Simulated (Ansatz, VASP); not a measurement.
# Rh: VASP beside Ansatz

```
CELL_PARAMETERS angstrom
-0.09575 1.86392 1.91505
1.86392 -0.09575 1.91505
1.76817 1.76817 0.00000
ATOMIC_POSITIONS crystal
Rh 0.00000 0.00000 0.00000
```

Change from the starting cell: engineering shear strain xy -0.1000, equal normal strain along x and y -0.0267.

Alike in both runs: task single point; functional PBE; k mesh 20 × 20 × 20; occupations gaussian, width 0.15 eV; no spin polarisation.

```csv
,VASP,Ansatz
version,VASP 6.6.1,Ansatz 0.2.0
potentials or method,"VASP PAW PBE potentials, release 64 (Rh_pv), cutoff 520 eV","scalar-relativistic, plane waves, PAW"
valence electrons in the cell,15,17
```

|  | VASP | Ansatz | Ansatz less VASP |
| --- | --- | --- | --- |
| gap on the k mesh at the Fermi level (eV) | none | none | - |
| pressure (GPa) | 20.6 | 20.7 | +0.06 |
| traceless stress, the component that is largest in VASP (GPa) | 25.51 | 25.49 | -0.016 |

A gap of «none» marks a metal or a gap that the smearing closes. VASP's potentials hold 15 valence electrons a cell and Ansatz's 17, so a difference there can come from the potentials and not from the codes.
